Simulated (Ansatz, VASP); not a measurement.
# MgCd2O3: VASP beside Ansatz

```
Mg Cd O
1.0
     3.23749    0.00000    0.00000
    -1.61875    2.80375    0.00000
     0.00000    0.00000    8.08978
Mg Cd O
1 2 3
Direct
  0.00000 0.00000 0.00000
  0.33333 0.66667 0.32320
  0.66667 0.33333 0.67680
  0.33333 0.66667 0.85854
  0.66667 0.33333 0.14146
  0.00000 0.00000 0.50000
```

Alike in both runs: functional PBE; k mesh 6 × 6 × 2; occupations gaussian, width 0.1 eV; no spin polarisation.

Ansatz relaxed the structure, and its values are those at the end. VASP's run is a single point on that final structure, the one shown.

```csv
,VASP,Ansatz
version,VASP 6.6.1,Ansatz 0.2.0
potentials or method,"VASP PAW PBE potentials, release 64 (Mg, Cd, O), cutoff 520 eV","scalar-relativistic, plane waves, PAW"
valence electrons in the cell,44,68
```

VASP gave:

```
gap on the k mesh at the Fermi level (eV) : 0.59
least direct gap on the mesh (eV)         : 0.59
pressure (GPa)                            : 0.8
rms of the force components (eV/Å)        : 0.037
```

Problem. What did Ansatz give for the same quantities?

Solution. gap on the k mesh at the Fermi level (eV): 0.60; least direct gap on the mesh (eV): 0.60; pressure (GPa): 0.0; rms of the force components (eV/Å): 0.005.

VASP's potentials hold 44 valence electrons a cell and Ansatz's 68, so a difference there can come from the potentials and not from the codes.
